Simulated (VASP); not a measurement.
Ti:

```xyz
1
Lattice="-1.6410 1.6410 1.6410 1.6410 -1.6410 1.6410 1.6410 1.6410 -1.6410" Properties=species:S:1:pos:R:3 pbc="T T T"
Ti    0.0000    0.0000    0.0000
```

| Property | Result |
| --- | --- |
| Program | VASP 6.6.1 |
| Task | relaxation of cell and atoms |
| Functional | revPBE |
| Dispersion | D4 |
| Potentials or basis | VASP PAW PBE potentials, release 64 (Ti_sv) |
| Cutoff | 600 eV |
| k mesh | 11 × 11 × 11 |
| Occupations | fermi-dirac, width 0.05 eV |
| Spin | no spin polarisation |

At the start: pressure -3.2 GPa; volume 17.68 Å³/atom.

Question: How do energy, volume and symmetry change on relaxing?

Answer: Over 3 steps the energy falls by 5.9 meV/atom and the volume is 17.11 Å³/atom (-3.2 %); space group Im-3m (No. 229, to 0.05 Å).

The path:
```tsv
step	energy change (eV)	largest force (eV/Å)	pressure (GPa)	volume (Å³)
1	0.0000	0.0000	-3.21	17.68
2	-0.0039	0.0000	2.00	16.79
3	-0.0059	0.0000	0.00	17.11
```

Final structure:
```
CELL_PARAMETERS angstrom
-1.62315 1.62315 1.62315
1.62315 -1.62315 1.62315
1.62315 1.62315 -1.62315
ATOMIC_POSITIONS crystal
Ti 0.00000 0.00000 0.00000
```

Caveat: the PAW data sets were made with another functional, which shifts forces and pressure a little; pairwise dispersion overbinds metals, which lowers pressure and volume.
